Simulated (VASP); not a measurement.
Set up this calculation in VASP 6.6.1, as the native input.

| Quantity | Value |
| --- | --- |
| Task | relaxation of cell and atoms |
| Functional | r2SCAN |
| Potentials or basis | VASP PAW PBE potentials, release 64 (B, P) |
| Cutoff | 600 eV |
| k mesh | 12 × 12 × 2 |
| Occupations | fermi-dirac, width 0.02 eV |
| Spin | no spin polarisation |
| Dipole correction | no |
| Further INCAR settings | ALGO = Normal; EDIFF = 1e-07; IBRION = 2; EDIFFG = -0.005; NSW = 80; ISIF = 3 |

Crystal: BP.

```xyz
4
Lattice="3.2142 0.0000 0.0000 -1.6071 2.7836 0.0000 0.0000 0.0000 9.8654" Properties=species:S:1:pos:R:3 pbc="T T T"
B     0.0000    1.8557    2.4663
B     1.6071    0.9279    7.3990
P     1.6071    0.9279    2.4663
P     0.0000    1.8557    7.3990
```

The input as run:

POSCAR

```
BP
1.0
    3.2141969282      0.0000000000      0.0000000000
   -1.6070984641      2.7835761926      0.0000000000
    0.0000000000      0.0000000000      9.8653644711
B P
2 2
Direct
    0.3333333333      0.6666666667      0.2500000000
    0.6666666667      0.3333333333      0.7500000000
    0.6666666667      0.3333333333      0.2500000000
    0.3333333333      0.6666666667      0.7500000000
```

INCAR.step1

```
ALGO     = Normal         # electronic algorithm
EDIFF    = 1E-4           # SCF threshold, eV
ENCUT    = 600            # plane-wave cutoff, eV
GGA      = PE             # functional
ISMEAR   = -1             # smearing method
LASPH    = True           # aspherical terms in the spheres
LCHARG   = False          # write CHGCAR
LREAL    = False          # projectors in reciprocal space
LWAVE    = True           # write WAVECAR
NELM     = 100            # most SCF steps
PREC     = Accurate       # precision mode
SIGMA    = 0.02           # smearing width, eV
```

INCAR.step2

```
ALGO     = Normal         # electronic algorithm
EDIFF    = 1E-7           # SCF threshold, eV
EDIFFG   = -0.005         # ionic threshold
ENCUT    = 600            # plane-wave cutoff, eV
IBRION   = 2              # ionic algorithm
ISIF     = 3              # what is computed and relaxed
ISMEAR   = -1             # smearing method
ISTART   = 1            
LASPH    = True           # aspherical terms in the spheres
LCHARG   = False          # write CHGCAR
LMIXTAU  = True         
LREAL    = False          # projectors in reciprocal space
LWAVE    = False          # write WAVECAR
METAGGA  = R2SCAN         # meta-GGA
NELM     = 100            # most SCF steps
NSW      = 80             # ionic steps
PREC     = Accurate       # precision mode
SIGMA    = 0.02           # smearing width, eV
```

KPOINTS

```
k-points
0
Gamma
  12 12 2
```

Potentials or basis: VASP PAW PBE potentials, release 64 (B, P).

Launch:

```sh
$ cat potpaw_PBE.64/B/POTCAR potpaw_PBE.64/P/POTCAR > POTCAR
$ cp INCAR.step1 INCAR
$ mpirun -np 1 vasp_std > vasp.out
$ cp INCAR.step2 INCAR
$ mpirun -np 1 vasp_std > vasp.out
```

It gave:

* Relaxed volume: 18.72 Å³/atom
* Relaxed cell: a = 3.201 Å, b = 3.201 Å, c = 8.440 Å, α = 90.00°, β = 90.00°, γ = 120.00°
* Space group after relaxing (to 0.05 Å): P6_3/mmc (No. 194)
* Energy gained by relaxing: 8.4 meV/atom
* Ionic steps: 13
* Pressure after relaxing: 0.0 GPa
* Band gap on the k mesh: 1.07 eV, direct

Caveat: the volume moved by over 15 % at a fixed basis, so the end points are rough; the PAW data sets were made with another functional, which shifts forces and pressure a little.

It took 23 min on 1 thread of Intel(R) Xeon(R) 6975P-C (Granite Rapids) (shared host), peak memory 0.27 GiB.
